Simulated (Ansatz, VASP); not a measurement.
Given: the input of a run of Ansatz 0.2.0 on GaN.

Contents of input.yaml:

```yaml
crystal:
  lattice:
    - [0.0, 2.2535006075, 2.2535006075]
    - [2.2535006075, 0.0, 2.2535006075]
    - [2.2535006075, 2.2535006075, 0.0]
  atoms:
    - { symbol: Ga, position: [0.0, 0.0, 0.0] }
    - { symbol: "N", position: [0.25, 0.25, 0.25] }
hamiltonian:
  xc: { exchange: pbe, correlation: pbe, exx: { coeff: 0.25, omega: 0.3 } }
  pseudopotentials: { kind: paw }
kpoints:
  mp_grid: { grid: [5, 5, 5] }
scf:
  occupations: { method: fermi_dirac, width: 0.05 }
output:
  forces: true
  stress: true
  eigenvalues: true
```

Potentials or basis: Ansatz PAW.

Run with:

```sh
$ ansatz run input.yaml --threads 2 --pin off --max-ram 5632MiB --backend cpu --events-out ev --progress --plain --runs-dir out
```

Q: Translate it to VASP 6.6.1. Potentials there: VASP PAW PBE potentials, release 64 (Ga_d, N).

A: As run (the cutoff follows the program's own potentials):

File POSCAR:

```
GaN
1.0
    0.0000000000      2.2535006075      2.2535006075
    2.2535006075      0.0000000000      2.2535006075
    2.2535006075      2.2535006075      0.0000000000
Ga N
1 1
Direct
    0.0000000000      0.0000000000      0.0000000000
    0.2500000000      0.2500000000      0.2500000000
```

INCAR.step1

```
SYSTEM = GaN
  PREC = Accurate
  ENCUT = 520
  EDIFF = 1E-5
  ISMEAR = -1
  SIGMA = 0.05
  LREAL = .False.
  LASPH = .True.
  NELM = 60
  ALGO = Normal
  ISIF = 2
  LWAVE = .True.
  GGA = PE
  NBANDS = 16
```

The input INCAR.step2:

```
SYSTEM = GaN
  PREC = Accurate
  ENCUT = 520
  EDIFF = 1E-7
  ISMEAR = -1
  SIGMA = 0.05
  LREAL = .False.
  LASPH = .True.
  NELM = 60
  ALGO = Normal
  ISIF = 2
  LWAVE = .False.
  LCHARG = .True.
  GGA = PE
  LHFCALC = .True.
  AEXX = 0.25
  HFSCREEN = 0.3
  PRECFOCK = Normal
  LELF = .True.
  LVHAR = .True.
  ISTART = 1
  NBANDS = 16
```

KPOINTS

```
regular mesh
0
Gamma
  5 5 5
  0 0 0
```

Potentials or basis: VASP PAW PBE potentials, release 64 (Ga_d, N).

Launch:

```console
$ cat potpaw_PBE.64/Ga_d/POTCAR potpaw_PBE.64/N/POTCAR > POTCAR
$ cp INCAR.step1 INCAR
$ mpirun -np 1 vasp_std > vasp.out
$ cp INCAR.step2 INCAR
$ mpirun -np 1 vasp_std > vasp.out
```

Both were run:

|  | VASP | Ansatz | Ansatz less VASP |
| --- | --- | --- | --- |
| gap on the k mesh at the Fermi level (eV) | 2.77 | 2.76 | -0.015 |
| least direct gap on the mesh (eV) | 2.77 | 2.76 | -0.015 |
| pressure (GPa) | -0.9 | -0.8 | +0.06 |

VASP's potentials were made for PBE, not for PBE-based screened hybrid.

The k mesh is coarse, so the values compare programs but aren't converged. Noted on Ansatz's run: odd divisions of the mesh miss points on the zone boundary, where band edges often lie, so the gap on the mesh can be too wide.
